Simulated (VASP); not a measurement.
A run of VASP 6.6.1:

File INCAR:

```
  PREC = Accurate
  ENCUT = 520
  EDIFF = 1E-6
  ISMEAR = 0
  SIGMA = 0.05
  LREAL = False
  LASPH = True
  NELM = 150
  ALGO = Normal
  ISIF = 2
  LWAVE = False
  LCHARG = True
  ISPIN = 2
  MAGMOM = 0.5 0.5
  LORBIT = 11
  GGA = PS
  LELF = True
  LVHAR = True
  NBANDS = 20
```

Contents of KPOINTS:

```
Automatic mesh
0
Gamma
  1 1 14
```

File POSCAR:

```
CdTe
1.0
   10.1000000000      0.0000000000      0.0000000000
    0.0000000000      9.3000000000      0.0000000000
    0.0000000000      0.0000000000      4.5521479846
Cd Te
1 1
Direct
    0.4436615348      0.5000000000      0.0000000000
    0.5563384652      0.5000000000      0.5000000000
```

Potentials or basis: VASP PAW PBE potentials, release 64 (Cd, Te).

Command:

```bash
$ cat potpaw_PBE.64/Cd/POTCAR potpaw_PBE.64/Te/POTCAR > POTCAR
$ mpirun -np 1 vasp_std > vasp.out
```

Hardware: 1 thread of Intel Xeon 8259CL, with other jobs on the host.

Task: Estimate the wall time of this run.

Result: It took 6.9 min on 1 thread of Intel Xeon 8259CL (shared host), peak memory 0.67 GiB. Counts: scf iterations 22, k points 8.
